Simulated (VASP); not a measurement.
Runs of VASP 6.6.1 on Pt. The structure is that of space group P6_3/mmc (No. 194), or close to it. The cells are those of the table. This isn't the form of Pt at room conditions, which is fcc.

| task | level | potentials or basis | cell | cutoff (eV) | gap on the mesh (eV) | pressure (GPa) | relaxed volume (Å³/atom) |
| --- | --- | --- | --- | --- | --- | --- | --- |
| relaxation of cell and atoms | BLYP+D3(BJ) | VASP PAW PBE potentials, release 64 (Pt) | relaxed from a = 2.761, b = 2.761, c = 4.792 Å, angles 90.0, 90.0, 120.0°, 2 atoms | 600 | none | 0.0 | 15.58 |
| relaxation of cell and atoms | PBEsol+D3(BJ) | VASP PAW PBE potentials, release 64 (Pt) | relaxed from a = 2.761, b = 2.761, c = 4.792 Å, angles 90.0, 90.0, 120.0°, 2 atoms | 600 | none | 0.0 | 14.72 |
| single point | LDA | VASP PAW LDA potentials, release 64 (Pt) | a = 2.719, b = 2.719, c = 4.643 Å, angles 90.0, 90.0, 120.0°, 2 atoms | 520 | none | (b) | - |
| single point | BLYP+D3(BJ) | VASP PAW PBE potentials, release 64 (Pt) | a = 2.754, b = 2.754, c = 4.717 Å, angles 90.0, 90.0, 120.0°, 2 atoms | 520 | none | (a) | - |
| relaxation of cell and atoms | LDA | VASP PAW LDA potentials, release 64 (Pt) | relaxed from a = 2.761, b = 2.761, c = 4.792 Å, angles 90.0, 90.0, 120.0°, 2 atoms | 600 | none | 0.0 | 14.91 |

Alike in all rows: no spin polarisation; k mesh 11 × 11 × 6; smearing fermi-dirac 0.1 eV.

Q: Estimate the missing entries.

A: (a) 1.4; (b) 0.8.

Caveats: spin-orbit coupling is left out, which moves the levels of the heavy elements; the PAW data sets were made with another functional, which shifts forces and pressure a little (at least some runs).

A k mesh can miss the band edges, and the runs leave out spin-orbit coupling on Pt.

A gap of «none» marks levels without a gap at the run's occupations.
